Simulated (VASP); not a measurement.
# WSe2 (P-3m1) in VASP: a series of runs

Runs on WSe2. Level: PBEsol+D3(BJ). Tasks: relaxation of shape and atoms at fixed volume, single point.

Program: VASP 6.6.1. These are calculated values, not measurements. Logs are shortened: lines on timing, memory, paths and dates and some standing lists are left out, and cuts for length are marked.

## Step 1: The cell of the first run

The typed cell holds 6 atoms: a = 3.263 Å, b = 3.263 Å, c = 12.540 Å, α = 90.00°, β = 90.00°, γ = 120.00°.

## Step 2: Relaxation of shape and atoms at fixed volume, PBEsol+D3(BJ) (19.27 Å³/atom)

INCAR reads:

```
PREC = Accurate ; ENCUT = 600
EDIFF = 1E-6 ; ISMEAR = 0
SIGMA = 0.02 ; LREAL = F
LASPH = T ; NELM = 80
ALGO = Normal ; ISIF = 4
LWAVE = F ; LCHARG = F
GGA = PS ; IVDW = 12
IBRION = 2 ; NSW = 50
EDIFFG = -0.01
```

KPOINTS reads:

```
regular mesh
0
Gamma
  12 12 4
```

POSCAR reads:

```
WSe2
1.0
    3.2628600386      0.0000000000      0.0000000000
   -1.6314300193      2.8257196825      0.0000000000
    0.0000000000      0.0000000000     12.5399998169
W Se
2 4
Direct
    0.6666666667      0.3333333333      0.2499139777
    0.3333333333      0.6666666667      0.7500860223
    0.3333333333      0.6666666667      0.3852905577
    0.6666666667      0.3333333333      0.8854529574
    0.3333333333      0.6666666667      0.1145470426
    0.6666666667      0.3333333333      0.6147094423
```

Potentials or basis: VASP PAW PBE potentials, release 64 (W_sv, Se).

The run is started by

```bash
cat potpaw_PBE.64/W_sv/POTCAR potpaw_PBE.64/Se/POTCAR > POTCAR
mpirun -np 1 vasp_std > vasp.out
```

OUTCAR:

```text
PREC = Accurate
   ENCUT = 600
   EDIFF = 1E-6
   ISMEAR = 0
   LREAL = F
   LASPH = T
   NELM = 80
   ISIF = 4
   GGA = PS
   IVDW = 12
   IBRION = 2
   NSW = 50
   EDIFFG = -0.01
 IVDW          = 12

 ion  position               nearest neighbor table
   1  0.667  0.333  0.250-   5 2.54   5 2.54   5 2.54   3 2.54   3 2.54   3 2.54
   2  0.333  0.667  0.750-   4 2.54   4 2.54   4 2.54   6 2.54   6 2.54   6 2.54
   3  0.333  0.667  0.385-   1 2.54   1 2.54   1 2.54
   4  0.667  0.333  0.885-   2 2.54   2 2.54   2 2.54
   5  0.333  0.667  0.115-   1 2.54   1 2.54   1 2.54
   6  0.667  0.333  0.615-   2 2.54   2 2.54   2 2.54

  LATTYP: Found a hexagonal cell.
 ALAT       =     3.2628600386
 C/A-ratio  =     3.8432539761

  Lattice vectors:

 A1 = (   3.2628600386,   0.0000000000,   0.0000000000)
 A2 = (  -1.6314300193,   2.8257196825,   0.0000000000)
 A3 = (   0.0000000000,   0.0000000000,  12.5399998169)

Analysis of symmetry for initial positions (statically):
=====================================================================
 Subroutine PRICEL returns:
 Original cell was already a primitive cell.

 Routine SETGRP: Setting up the symmetry group for a
 hexagonal supercell.

 Subroutine GETGRP returns: Found 12 space group operations
 (whereof 12 operations were pure point group operations)
 out of a pool of 24 trial point group operations.

The static configuration has the point symmetry D_3d.

Analysis of symmetry for dynamics (positions and initial velocities):
=====================================================================
 Subroutine PRICEL returns:
 Original cell was already a primitive cell.

 Routine SETGRP: Setting up the symmetry group for a
 hexagonal supercell.

 Subroutine GETGRP returns: Found 12 space group operations
 (whereof 12 operations were pure point group operations)
 out of a pool of 24 trial point group operations.

The dynamic configuration has the point symmetry D_3d.

 Subroutine INISYM returns: Found 12 space group operations
 (whereof 12 operations are pure point group operations),
 and found     1 'primitive' translations

----------------------------------------------------------------------------------------

                                     Primitive cell

  volume of cell :     115.6179

  direct lattice vectors                    reciprocal lattice vectors
     3.262860039  0.000000000  0.000000000     0.306479588  0.176946073  0.000000000
    -1.631430019  2.825719682  0.000000000     0.000000000  0.353892145  0.000000000
     0.000000000  0.000000000 12.539999817     0.000000000  0.000000000  0.079744818
[... 76 lines left out ...]
   total plane-waves  NPLWV =  78400
   dimension x,y,z NGX =    28 NGY =   28 NGZ =  100
   dimension x,y,z NGXF=    56 NGYF=   56 NGZF=  200
   ions per type =               2   4
   NGX,Y,Z   is equivalent  to a cutoff of  14.27, 14.27, 13.26 a.u.
   NGXF,Y,Z  is equivalent  to a cutoff of  28.53, 28.53, 26.51 a.u.
 SYSTEM =  unknown system
   PREC   = accura    normal or accurate (medium, high low for compatibility)
   ISTART =      0    job   : 0-new  1-cont  2-samecut
   ICHARG =      2    charge: 1-file 2-atom 10-const
   ISPIN  =      1    spin polarized calculation?
   LNONCOLLINEAR =      F non collinear calculations
   LSORBIT =      F    spin-orbit coupling
   LASPH  =      T    aspherical Exc in radial PAW
   ENCUT  =  600.0 eV  44.10 Ry    6.64 a.u.   6.52  6.52 25.05*2*pi/ulx,y,z
   NELM   =     80;   NELMIN=  2; NELMDL= -5     # of ELM steps
   EDIFF  = 0.1E-05   stopping-criterion for ELM
   LREAL  =      F    real-space projection
   EDIFFG = -.1E-01   stopping-criterion for IOM
   NSW    =     50    number of steps for IOM
   IBRION =      2    ionic relax: 0-MD 1-quasi-New 2-CG
   NFREE  =      1    steps in history (QN), initial steepest desc. (CG)
   ISIF   =      4    stress and relaxation
   ISYM   =      2    0-nonsym 1-usesym 2-fastsym
   POTIM  = 0.5000    time-step for ionic-motion
   TEBEG  =    0.0;   TEEND  =   0.0 temperature during run
   PSTRESS=    0.0 pullay stress
   NELECT =      52.0000    total number of electrons
   NUPDOWN=      -1.0000    fix difference up-down
   EMIN   =  10.00;   EMAX   =-10.00  energy-range for DOS
   EFERMI =   0.00;   METHOD = LEGACY
   ISMEAR =     0;   SIGMA  =   0.02  broadening in eV -4-tet -1-fermi 0-gaus
   EFERMI_NEDOS =   21; number of points for ismear=-14 and -15
   IALGO  =     38    algorithm
   IMIX   =      4    mixing-type and parameters
     AMIX     =   0.40;   BMIX     =  1.00
     AMIX_MAG =   1.60;   BMIX_MAG =  1.00
  volume/ion in A,a.u.               =      19.27       130.04
  Fermi-wavevector in a.u.,A,eV,Ry     =   1.254299  2.370281 21.405569  1.573265
  Thomas-Fermi vector in A             =   2.388110
   LORBIT       =      0    0 simple, 1 ext, 2 COOP (PROOUT), +10 PAW based schemes
   GGA     = PS    functional components
   LHFCALC =     F    Hartree Fock is set to
   AEXX    =    0.0000 exact exchange contribution
   IVDW    =    12    specifies the selected vdW correction
   LEPSILON=     F    determine dielectric tensor
   LRPA    =     F    only Hartree local field effects (RPA)
 conjugate gradient relaxation of ions
 non-spin polarized calculation
 Gauss-broadening in eV      SIGMA  =   0.02
  energy-cutoff  :      600.00
  volume of cell :      115.62
 maximum number of plane-waves:      3926
 NGX is ok and might be reduce to    28
   NGX = 13   NGY = 13   NGZ = 51

--------------------------------------- Ionic step        1  -------------------------------------------

 number of electron      51.9999995 magnetization

 Free energy of the ion-electron system (eV)
  ---------------------------------------------------
  ext. energy  EPLUGINS =         0.00000000
  ---------------------------------------------------
  free energy    TOTEN  =       -46.48109455 eV

  energy without entropy =      -46.48109455  energy(sigma->0) =      -46.48109455

------------------------ aborting loop because EDIFF is reached ----------------------------------------

 Edisp (eV)   -2.77326

 E8    (eV) :    -1.8654
[... 211 lines left out ...]
--------------------------------------- Ionic step        6  -------------------------------------------

 number of electron      51.9999998 magnetization

 Free energy of the ion-electron system (eV)
  ---------------------------------------------------
  ext. energy  EPLUGINS =         0.00000000
  ---------------------------------------------------
  free energy    TOTEN  =       -46.50558303 eV

  energy without entropy =      -46.50558303  energy(sigma->0) =      -46.50558303

 E-fermi :   7.0336     XC(G=0): -11.2129

 val. band max:        6.7502912371   @ k =   0.0000   0.0000   0.0000
 cond. band min:       7.5486215410   @ k =   0.1667   0.1667   0.0000
 fundamental gap:      0.7983303039
 Fermi energy:         7.0336431018

 k-point     1 :       0.0000    0.0000    0.0000
  band No.  band energies     occupation
      1     -67.5354      2.00000
      2     -67.5353      2.00000
      3     -31.8149      2.00000
      4     -31.8149      2.00000
      5     -31.6467      2.00000
      6     -31.6467      2.00000
[... 805 lines left out ...]
     30       9.1600      0.00000
     31       9.2771      0.00000

 [... further k-points ...]

------------------------ aborting loop because EDIFF is reached ----------------------------------------

 Edisp (eV)   -2.77082

 E8    (eV) :    -1.8633
[... 29 lines left out ...]
  FREE ENERGIE OF THE ION-ELECTRON SYSTEM (eV)
  ---------------------------------------------------
  free  energy   TOTEN  =       -49.2763986852 eV

  energy  without entropy=      -49.2763986852  energy(sigma->0) =      -49.27639869

 reached required accuracy - stopping structural energy minimisation
```

OSZICAR:

```text
N       E                     dE             d eps       ncg     rms          rms(c)
DAV:   1     0.538386068156E+03    0.53839E+03   -0.30459E+04  4734   0.183E+03
[... 48 lines left out ...]
       N       E                     dE             d eps       ncg     rms          rms(c)
DAV:   1    -0.465061430581E+02   -0.80136E-03   -0.31459E-02  4286   0.115E+00    0.150E-01
DAV:   2    -0.465057057504E+02    0.43731E-03   -0.27813E-03  4916   0.289E-01    0.767E-02
DAV:   3    -0.465056128418E+02    0.92909E-04   -0.18018E-04  5228   0.838E-02    0.324E-02
DAV:   4    -0.465055829140E+02    0.29928E-04   -0.93172E-05  4975   0.497E-02    0.141E-02
DAV:   5    -0.465055835598E+02   -0.64578E-06   -0.10703E-05  5112   0.194E-02    0.793E-03
DAV:   6    -0.465055830316E+02    0.52815E-06   -0.23209E-06  3654   0.921E-03
   6 F= -.49276399E+02 E0= -.49276399E+02  d E =-.648595E-02
```

CONTCAR:

```text
WSe2
   1.00000000000000
     3.2510306961316839   -0.0000000000000000    0.0000000000000000
    -1.6255153480658420    2.8154751714028272   -0.0000000000000000
    -0.0000000000000000    0.0000000000000000   12.6314230266224552
  W               Se
     2     4
Direct
     0.6666666667000030    0.3333333332999970    0.2499252687864882
     0.3333333332999970    0.6666666667000030    0.7500747312135119
     0.3333333332999970    0.6666666667000030    0.3829953136184214
     0.6666666667000030    0.3333333332999970    0.8831283069143230
     0.3333333332999970    0.6666666667000030    0.1168716930856770
     0.6666666667000030    0.3333333332999970    0.6170046863815787

  0.00000000E+00  0.00000000E+00  0.00000000E+00
  0.00000000E+00  0.00000000E+00  0.00000000E+00
  0.00000000E+00  0.00000000E+00  0.00000000E+00
  0.00000000E+00  0.00000000E+00  0.00000000E+00
  0.00000000E+00  0.00000000E+00  0.00000000E+00
  0.00000000E+00  0.00000000E+00  0.00000000E+00
```

Run time: 27 min. Hardware: 1 thread of Intel Xeon 8259CL, shared host; peak memory 0.47 GiB.

Results:

```yaml
Free_energy: -49.2764 eV
Energy_gained_by_relaxing: 3.7 meV/atom
Ionic_steps: 6
Pressure_after_relaxing: -1.7 GPa
Largest_force_after_relaxing: 0.004 eV/Å
Band_gap_on_the_k_mesh: 0.80 eV (least direct gap 1.62 eV)
Dispersion_energy_per_atom: -0.462 eV
```

Forces in eV/Å, atoms in the order of the input:
```
W    0.000  0.000  0.004
W    0.000  0.000 -0.004
Se   0.000  0.000  0.001
Se   0.000  0.000  0.002
Se   0.000  0.000 -0.002
Se   0.000  0.000 -0.001
```

The path:
| step | energy change (eV) | largest force (eV/Å) | pressure (GPa) | volume (Å³) |
| --- | --- | --- | --- | --- |
| 1 | 0.0000 | 0.4122 | -4.07 | 115.62 |
| 2 | -0.0154 | 0.0028 | -2.18 | 115.62 |
| 3 | -0.0156 | 0.0437 | -2.38 | 115.62 |
| 4 | -0.0205 | 0.0191 | -2.03 | 115.62 |
| 5 | -0.0220 | 0.0033 | -1.75 | 115.62 |
| 6 | -0.0220 | 0.0038 | -1.67 | 115.62 |

Final structure:
```xyz
6
Lattice="3.2510 0.0000 0.0000 -1.6255 2.8155 0.0000 0.0000 0.0000 12.6314" Properties=species:S:1:pos:R:3 pbc="T T T"
W     1.6255    0.9385    3.1569
W     0.0000    1.8770    9.4745
Se    0.0000    1.8770    4.8378
Se    1.6255    0.9385   11.1552
Se    0.0000    1.8770    1.4763
Se    1.6255    0.9385    7.7936
```

Caveat: the PAW data sets were made with another functional, which shifts forces and pressure a little; spin-orbit coupling is left out, which moves the levels of the heavy elements.

## Step 3: Single point, PBEsol+D3(BJ) (equal strain along all axes, cell held: -1.5 %, then relaxed in part)

INCAR reads:

```
ALGO = Normal
EDIFF = 1E-7
ENCUT = 520
GGA = PS
ISIF = 2
ISMEAR = 0
IVDW = 12
LASPH = T
LCHARG = F
LREAL = F
LWAVE = F
NBANDS = 35
NELM = 100
PREC = Accurate
SIGMA = 0.02
```

KPOINTS reads:

```
k-points
0
Gamma
  12 12 4
```

POSCAR reads:

```
WSe2
1.0
    3.1824061173      0.0000000000      0.0000000000
   -1.5912030586      2.7560445427      0.0000000000
    0.0000000000      0.0000000000     12.2307949637
W Se
2 4
Direct
    0.6666666667      0.3333333333      0.2499615575
    0.3333333333      0.6666666667      0.7500384425
    0.3333333333      0.6666666667      0.3884357725
    0.6666666667      0.3333333333      0.8885117591
    0.3333333333      0.6666666667      0.1114882409
    0.6666666667      0.3333333333      0.6115642275
```

Potentials or basis: VASP PAW PBE potentials, release 64 (W_sv, Se).

The run is started by

```bash
cat potpaw_PBE.64/W_sv/POTCAR potpaw_PBE.64/Se/POTCAR > POTCAR
mpirun -np 1 vasp_std > vasp.out
```

It took 7.1 min on 1 thread of Intel Xeon 8259CL, shared host; peak memory 0.38 GiB.

Results (log left out):

```
Free energy                : -49.2252 eV
Pressure                   : 4.6 GPa
Largest force              : 0.070 eV/Å
Band gap on the k mesh     : 0.59 eV (least direct gap 1.39 eV)
Dispersion energy per atom : -0.500 eV
```

Forces on the atoms (eV/Å):
```
W    0.000  0.000  0.001
W    0.000  0.000 -0.001
Se   0.000  0.000  0.070
Se   0.000  0.000  0.068
Se   0.000  0.000 -0.068
Se   0.000  0.000 -0.070
```

Stress tensor (GPa, compression positive):
```
5.24 0.00 0.00
0.00 5.24 0.00
0.00 0.00 3.41
```

Levels at points of the mesh, in eV from the valence-band top:
```
           k point  band 24  band 25  band 26  band 27  band 28  band 29
(0.00, 0.00, 0.00)    -1.36    -0.68     0.00     2.73     2.73     2.77
(0.50, 0.00, 0.00)    -1.53    -1.43    -0.85     2.15     2.43     2.50
(0.00, 0.00, 0.50)    -1.43    -0.18    -0.18     2.74     2.74     2.74
(0.50, 0.00, 0.50)    -1.60    -1.14    -1.14     2.45     2.45     2.61
```

Caveat: the cell differs from its parent crystal (equal strain along all axes, cell held: -1.5 %, then relaxed in part); the cell stands under pressure; the PAW data sets were made with another functional, which shifts forces and pressure a little; spin-orbit coupling is left out, which moves the levels of the heavy elements. A k mesh can miss the band edges.
